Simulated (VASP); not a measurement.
# Co (P6_3/mmc) in VASP: settings compared

Aim: see how the results for Co move with the level of theory and the settings. Levels: PBE, RPBE. Tasks: single point.

Program: VASP 6.6.1. These are calculated values, not measurements. Logs are shortened: lines on timing, memory, paths and dates and some standing lists are left out, and cuts for length are marked.

### Step 1. The cell of the first run

The structure is hexagonal, space group P6_3/mmc (No. 194). The conventional cell has a = 2.472 Å, b = 2.472 Å, c = 4.021 Å, α = 90.00°, β = 90.00°, γ = 120.00°. Within 3.3 Å of Co (site symmetry -6m2) lie 12 Co at 2.47 Å.

### Step 2. Single point, PBE, collinear spin, ferromagnetic start

The input, INCAR:

```
SYSTEM = Co
ALGO     = Fast           ! electronic algorithm
EDIFF    = 1E-7           ! SCF threshold, eV
ENCUT    = 520            ! plane-wave cutoff, eV
GGA      = PE             ! functional
ISIF     = 2              ! what is computed and relaxed
ISMEAR   = 0              ! smearing method
ISPIN    = 2              ! spin polarisation
LASPH    = .TRUE.         ! aspherical terms in the spheres
LCHARG   = .FALSE.        ! write CHGCAR
LMAXMIX  = 4              ! l up to which the mixer works
LORBIT   = 11             ! projections on sites
LREAL    = .FALSE.        ! projectors in reciprocal space
LWAVE    = .FALSE.        ! write WAVECAR
MAGMOM   = 2 2            ! initial moments
NBANDS   = 20             ! bands
NELM     = 150            ! most SCF steps
PREC     = Accurate       ! precision mode
SIGMA    = 0.023          ! smearing width, eV
```

The input, KPOINTS:

```
k-points
0
G
  12 12 7
  0 0 0
```

The input, POSCAR:

```
Co
1.0
    2.4719999032      0.0000000000      0.0000000000
   -1.2359999516      2.1408147143      0.0000000000
    0.0000000000      0.0000000000      4.0211440800
Co
2
Direct
    0.6666666667      0.3333333333      0.7500000000
    0.3333333333      0.6666666667      0.2500000000
```

Potentials or basis: VASP PAW PBE potentials, release 64 (Co).

Started as:

```bash
> cat potpaw_PBE.64/Co/POTCAR > POTCAR
> mpirun -np 1 vasp_std > vasp.out
```

OUTCAR:

```text
SYSTEM = Co
   EDIFF = 1E-7
   ENCUT = 520
   GGA = PE
   ISIF = 2
   ISMEAR = 0
   ISPIN = 2
   LASPH = .TRUE.
   LORBIT = 11
   LREAL = .FALSE.
   NELM = 150
   PREC = Accurate

 ion  position               nearest neighbor table
   1  0.667  0.333  0.750-   2 2.47   2 2.47   2 2.47   2 2.47   2 2.47   2 2.47
   2  0.333  0.667  0.250-   1 2.47   1 2.47   1 2.47   1 2.47   1 2.47   1 2.47

  LATTYP: Found a hexagonal cell.
 ALAT       =     2.4719999032
 C/A-ratio  =     1.6266764715

  Lattice vectors:

 A1 = (   2.4719999032,   0.0000000000,   0.0000000000)
 A2 = (  -1.2359999516,   2.1408147143,   0.0000000000)
 A3 = (   0.0000000000,   0.0000000000,   4.0211440800)

Analysis of symmetry for initial positions (statically):
=====================================================================
 Subroutine PRICEL returns:
 Original cell was already a primitive cell.

 Routine SETGRP: Setting up the symmetry group for a
 hexagonal supercell.

 Subroutine GETGRP returns: Found 24 space group operations
 (whereof 12 operations were pure point group operations)
 out of a pool of 24 trial point group operations.

The static configuration has the point symmetry D_3d.
 The point group associated with its full space group is D_6h.

Analysis of symmetry for dynamics (positions and initial velocities):
=====================================================================
 Subroutine PRICEL returns:
 Original cell was already a primitive cell.

 Routine SETGRP: Setting up the symmetry group for a
 hexagonal supercell.

 Subroutine GETGRP returns: Found 24 space group operations
 (whereof 12 operations were pure point group operations)
 out of a pool of 24 trial point group operations.

The dynamic configuration has the point symmetry D_3d.
 The point group associated with its full space group is D_6h.

Analysis of structural, dynamic, and magnetic symmetry:
=====================================================================
 Subroutine PRICEL returns:
 Original cell was already a primitive cell.

 Routine SETGRP: Setting up the symmetry group for a
 hexagonal supercell.

 Subroutine GETGRP returns: Found 24 space group operations
 (whereof 12 operations were pure point group operations)
 out of a pool of 24 trial point group operations.

The overall configuration has the point symmetry D_3d.
 The point group associated with its full space group is D_6h.

 Subroutine INISYM returns: Found 24 space group operations
 (whereof 12 operations are pure point group operations),
 and found     1 'primitive' translations
[... 117 lines left out ...]
  Fermi-wavevector in a.u.,A,eV,Ry     =   1.548246  2.925761 32.614055  2.397065
  Thomas-Fermi vector in A             =   2.653224
   LORBIT       =     11    0 simple, 1 ext, 2 COOP (PROOUT), +10 PAW based schemes
   GGA     = PE    functional components
   LHFCALC =     F    Hartree Fock is set to
   AEXX    =    0.0000 exact exchange contribution
   IVDW    =     0    specifies the selected vdW correction
   LEPSILON=     F    determine dielectric tensor
   LRPA    =     F    only Hartree local field effects (RPA)
 spin polarized calculation
 RMM-DIIS sequential band-by-band and
 Gauss-broadening in eV      SIGMA  =   0.02
  energy-cutoff  :      520.00
  volume of cell :       21.28
 maximum number of plane-waves:       585
   NGX =  9   NGY =  9   NGZ = 15

 number of electron      17.9999990 magnetization       3.2078158

 Free energy of the ion-electron system (eV)
  ---------------------------------------------------
  ext. energy  EPLUGINS =         0.00000000
  ---------------------------------------------------
  free energy    TOTEN  =       -14.06097280 eV

  energy without entropy =      -14.06042327  energy(sigma->0) =      -14.06069804

 E-fermi :  10.5197     XC(G=0): -13.5189

 val. band max:       10.5085432902   @ k =   0.0000   0.0000   0.1429
 cond. band min:      10.5249682610   @ k =   0.2500   0.0000   0.0000
 fundamental gap:      0.0164249707
 Fermi energy:        10.5196624838

 spin component 1

 k-point     1 :       0.0000    0.0000    0.0000
  band No.  band energies     occupation
      1       1.5098      1.00000
      2       5.3044      1.00000
      3       7.8627      1.00000
      4       7.9172      1.00000
      5       7.9172      1.00000
      6       8.2322      1.00000
[... 541 lines left out ...]
     19      34.0056      0.00000
     20      35.6390      0.00000

 [... further k-points ...]

 spin component 2

 k-point     1 :       0.0000    0.0000    0.0000
  band No.  band energies     occupation
      1       1.5122      1.00000
      2       6.2457      1.00000
      3       9.4875      1.00000
      4       9.5517      1.00000
      5       9.5517      1.00000
      6       9.9200      1.00000
[... 541 lines left out ...]
     19      34.3304      0.00000
     20      35.9766      0.00000

 [... further k-points ...]

------------------------ aborting loop because EDIFF is reached ----------------------------------------

  FORCE on cell =-STRESS in cart. coord.  units (eV):
  Direction    XX          YY          ZZ          XY          YZ          ZX
  --------------------------------------------------------------------------------------
  -------------------------------------------------------------------------------------
  Total        0.6701389      0.6701389      0.2414495     -0.0000000      0.0000000      0.0000000
  in kB       50.4543095     50.4543095     18.1785687     -0.0000000      0.0000000      0.0000000
  external PRESSURE =      39.6957292 kB  Pullay stress =       0.0000000 kB

 VOLUME and BASIS-vectors are now :
 -----------------------------------------------------------------------------
  energy-cutoff  :      520.00
  volume of cell :       21.28
      direct lattice vectors                 reciprocal lattice vectors
     2.471999903  0.000000000  0.000000000     0.404530760  0.233555943  0.000000000
    -1.235999952  2.140814714  0.000000000     0.000000000  0.467111887  0.000000000
     0.000000000  0.000000000  4.021144080     0.000000000  0.000000000  0.248685444

 POSITION                                       TOTAL-FORCE (eV/Angst)
 -----------------------------------------------------------------------------------
      1.23600      0.71360      3.01586         0.000000     -0.000000      0.000000
     -0.00000      1.42721      1.00529        -0.000000      0.000000      0.000000
 -----------------------------------------------------------------------------------
    total drift:                                0.000000     -0.000000     -0.000000

  FREE ENERGIE OF THE ION-ELECTRON SYSTEM (eV)
  ---------------------------------------------------
  free  energy   TOTEN  =       -14.0609728048 eV

  energy  without entropy=      -14.0604232709  energy(sigma->0) =      -14.06069804

 total charge

# of ion       s       p       d       tot
------------------------------------------
    1        0.497   0.538   7.276   8.312
    2        0.497   0.538   7.276   8.312
--------------------------------------------------
tot          0.994   1.077  14.553  16.623

 magnetization (x)

# of ion       s       p       d       tot
------------------------------------------
    1       -0.015  -0.053   1.687   1.619
    2       -0.015  -0.053   1.687   1.619
--------------------------------------------------
tot         -0.029  -0.107   3.375   3.239
```

OSZICAR:

```text
N       E                     dE             d eps       ncg     rms          rms(c)
DAV:   1     0.845400994002E+02    0.84540E+02   -0.82339E+03  6464   0.124E+03
DAV:   2    -0.114878382569E+02   -0.96028E+02   -0.86506E+02  6152   0.217E+02
DAV:   3    -0.160421344246E+02   -0.45543E+01   -0.43573E+01  6924   0.566E+01
DAV:   4    -0.161109053975E+02   -0.68771E-01   -0.68721E-01  7452   0.616E+00
DAV:   5    -0.161129391286E+02   -0.20337E-02   -0.20336E-02  7168   0.101E+00    0.152E+01
RMM:   6    -0.144481356297E+02    0.16648E+01   -0.68165E+00  7248   0.279E+01    0.707E+00
RMM:   7    -0.141091185606E+02    0.33902E+00   -0.73858E-01  7178   0.975E+00    0.422E+00
RMM:   8    -0.140745922314E+02    0.34526E-01   -0.24585E-02  8175   0.103E+00    0.181E+00
RMM:   9    -0.140614392219E+02    0.13153E-01   -0.81833E-03  8638   0.480E-01    0.456E-01
RMM:  10    -0.140609783347E+02    0.46089E-03   -0.13311E-03  8099   0.322E-01    0.139E-01
RMM:  11    -0.140609629876E+02    0.15347E-04   -0.52292E-04  9251   0.134E-01    0.496E-02
RMM:  12    -0.140609725588E+02   -0.95712E-05   -0.83173E-05  8970   0.519E-02    0.353E-02
RMM:  13    -0.140609756348E+02   -0.30760E-05   -0.14606E-05  8394   0.394E-02    0.168E-02
RMM:  14    -0.140609729059E+02    0.27289E-05   -0.72234E-06  8481   0.215E-02    0.393E-03
RMM:  15    -0.140609727808E+02    0.12509E-06   -0.33747E-06  9443   0.870E-03    0.143E-03
RMM:  16    -0.140609728048E+02   -0.24015E-07   -0.20241E-07  5908   0.292E-03
   1 F= -.14060973E+02 E0= -.14060698E+02  d E =-.549534E-03  mag=     3.2078
```

Run time: 29 s. Hardware: 1 thread of Intel Xeon 6975P-C (Granite Rapids), shared host; peak memory 0.16 GiB.

What came out:

```yaml
Free_energy: -14.0610 eV
Pressure: 4.0 GPa
Net_moment: 3.21 μB per cell
Site_moments: Co +1.62 μB
Valence_electrons_inside_the_program's_atomic_spheres: Co 8.31
```

Caveat: the cell stands under pressure.

### Step 3. Single point, PBE, collinear spin, ferromagnetic start

The input, INCAR:

```
PREC = Accurate
ENCUT = 520
EDIFF = 1E-7
ISMEAR = 0
SIGMA = 0.024
LREAL = F
LASPH = T
NELM = 150
ALGO = Fast
ISIF = 2
LWAVE = F
LCHARG = F
ISPIN = 2
MAGMOM = 2 2
LORBIT = 11
LMAXMIX = 4
GGA = PE
NBANDS = 20
```

The input, KPOINTS:

```
regular mesh
0
Gamma
  12 12 7
```

POSCAR is that of step 2.

Potentials or basis: VASP PAW PBE potentials, release 64 (Co).

Started as:

```bash
> cat potpaw_PBE.64/Co/POTCAR > POTCAR
> mpirun -np 1 vasp_std > vasp.out
```

Wall time 30 s (1 thread of Intel Xeon 6975P-C (Granite Rapids), shared host); peak memory 0.16 GiB.

The run converged. Its results:

* Free energy: -14.0610 eV
* Pressure: 4.0 GPa
* Net moment: 3.21 μB per cell
* Site moments: Co +1.62 μB
* Valence electrons inside the program's atomic spheres: Co 8.31

Stress tensor (GPa, compression positive):
```
5.04 0.00 0.00
0.00 5.04 0.00
0.00 0.00 1.82
```

Levels at points of the mesh, in eV from the Fermi level:
Spin up:
```tsv
k point	band 8	band 9	band 10	band 11	band 12	band 13	band 14	band 15
(0.00, 0.00, 0.00)	-1.90	-1.90	-0.79	-0.79	-0.14	6.45	22.23	25.04
(0.50, 0.00, 0.00)	-0.64	-0.57	-0.49	1.38	3.45	9.82	10.49	12.90
```
Spin down:
```csv
k point,band 3,band 4,band 5,band 6,band 7,band 8,band 9,band 10,band 11,band 12
"(0.00, 0.00, 0.00)",-1.03,-0.97,-0.97,-0.60,-0.60,-0.19,-0.15,-0.15,1.08,1.08
"(0.50, 0.00, 0.00)",-3.32,-1.84,-1.11,-1.07,-0.64,1.24,1.34,1.40,2.62,4.42
```

Caveat: the cell stands under pressure.

### Step 4. Single point, PBE, collinear spin, ferromagnetic start

The input, INCAR:

```
PREC = Accurate ; ENCUT = 520
EDIFF = 1E-7 ; ISMEAR = -1
SIGMA = 0.05 ; LREAL = F
LASPH = T ; NELM = 150
ALGO = Normal ; ISIF = 2
LWAVE = F ; LCHARG = F
ISPIN = 2 ; MAGMOM = 2 2
LORBIT = 11 ; LMAXMIX = 4
GGA = PE ; NBANDS = 20
```

The input, KPOINTS:

```
Automatic mesh
0
Gamma
  12 12 7
```

The input, POSCAR:

```
Co
1.0
    2.4777961758      0.0000000000      0.0000000000
   -1.2388980879      2.1458344336      0.0000000000
    0.0000000000      0.0000000000      3.9963879191
Co
2
Direct
    0.6666666667      0.3333333333      0.7500000000
    0.3333333333      0.6666666667      0.2500000000
```

Potentials or basis: VASP PAW PBE potentials, release 64 (Co).

Started as:

```bash
> cat potpaw_PBE.64/Co/POTCAR > POTCAR
> mpirun -np 1 vasp_std > vasp.out
```

OUTCAR:

```text
PREC = Accurate
   ENCUT = 520
   EDIFF = 1E-7
   ISMEAR = -1
   LREAL = F
   LASPH = T
   NELM = 150
   ISIF = 2
   ISPIN = 2
   LORBIT = 11
   GGA = PE

 ion  position               nearest neighbor table
   1  0.667  0.333  0.750-   2 2.46   2 2.46   2 2.46   2 2.46   2 2.46   2 2.46
   2  0.333  0.667  0.250-   1 2.46   1 2.46   1 2.46   1 2.46   1 2.46   1 2.46

  LATTYP: Found a hexagonal cell.
 ALAT       =     2.4777961758
 C/A-ratio  =     1.6128800093

  Lattice vectors:

 A1 = (   2.4777961758,   0.0000000000,   0.0000000000)
[... 1320 lines left out ...]
  external PRESSURE =      42.0665617 kB  Pullay stress =       0.0000000 kB

 VOLUME and BASIS-vectors are now :
 -----------------------------------------------------------------------------
  energy-cutoff  :      520.00
  volume of cell :       21.25
      direct lattice vectors                 reciprocal lattice vectors
     2.477796176  0.000000000  0.000000000     0.403584447  0.233009589  0.000000000
    -1.238898088  2.145834434  0.000000000     0.000000000  0.466019179  0.000000000
     0.000000000  0.000000000  3.996387919     0.000000000  0.000000000  0.250225959

 POSITION                                       TOTAL-FORCE (eV/Angst)
 -----------------------------------------------------------------------------------
      1.23890      0.71528      2.99729         0.000000      0.000000      0.000000
     -0.00000      1.43056      0.99910        -0.000000      0.000000      0.000000
 -----------------------------------------------------------------------------------
    total drift:                                0.000000     -0.000000     -0.000000

  FREE ENERGIE OF THE ION-ELECTRON SYSTEM (eV)
  ---------------------------------------------------
  free  energy   TOTEN  =       -14.0688098538 eV

  energy  without entropy=      -14.0533327029  energy(sigma->0) =      -14.06107128

 total charge

# of ion       s       p       d       tot
------------------------------------------
    1        0.497   0.540   7.277   8.315
    2        0.497   0.540   7.277   8.315
--------------------------------------------------
tot          0.995   1.080  14.555  16.630

 magnetization (x)

# of ion       s       p       d       tot
------------------------------------------
    1       -0.015  -0.054   1.681   1.612
    2       -0.015  -0.054   1.681   1.612
--------------------------------------------------
tot         -0.030  -0.108   3.361   3.224
```

Wall time 24 s (1 thread of Intel Xeon 6975P-C (Granite Rapids), shared host); peak memory 0.16 GiB.

Results:

| Item | Value |
| --- | --- |
| Free energy | -14.0688 eV |
| Pressure | 4.2 GPa |
| Net moment | 3.19 μB per cell |
| Site moments | Co +1.61 μB |
| Valence electrons inside the program's atomic spheres | Co 8.31 |

Caveat: the cell stands under pressure.

[end of part 1 of 2]
